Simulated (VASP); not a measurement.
Wanted: the native input for a VASP 6.6.1 run.

```
Task                   : single point
Functional             : LDA
Potentials or basis    : VASP PAW LDA potentials, release 64 (Hf_pv)
Cutoff                 : 500 eV
k mesh                 : 8 × 8 × 8
Occupations            : fermi-dirac, width 0.1 eV
Spin                   : no spin polarisation
Dipole correction      : no
Further INCAR settings : ALGO = Normal; EDIFF = 1e-06; NBANDS = 11
```

The structure of Hf lies in POSCAR:

```
Hf
1.0
    2.9138100000      0.0000000000      0.0000000000
    0.0000000000      2.9138100000      0.0000000000
    0.0000000000      0.0000000000      2.9138100000
Hf
1
Direct
    0.5000000000      0.5000000000      0.5000000000
```

One way to write it, as run:

INCAR

```
SYSTEM = Hf
PREC = Accurate
ENCUT = 500
EDIFF = 1E-6
ISMEAR = -1
SIGMA = 0.1
LREAL = .FALSE.
LASPH = .TRUE.
NELM = 120
ALGO = Normal
ISIF = 2
LWAVE = .FALSE.
LCHARG = .FALSE.
NBANDS = 11
GGA_COMPAT = .FALSE.
```

KPOINTS

```
regular mesh
0
G
  8 8 8
  0 0 0
```

Potentials or basis: VASP PAW LDA potentials, release 64 (Hf_pv).

Command:

```sh
$ cat potpaw_LDA.64/Hf_pv/POTCAR > POTCAR
$ mpirun -np 1 vasp_std > vasp.out
```

Results of the run:

The pressure is -6.2 GPa and the band gap on the k mesh is zero (band 5 reaches 4.58 eV, above the bottom of band 6 at 2.25 eV).

Caveat: spin-orbit coupling is left out, which moves the levels of the heavy elements.

Wall time 5.9 s on 1 thread of Intel(R) Xeon(R) Platinum 8488C (Sapphire Rapids), on a shared host, peak memory 0.13 GiB.
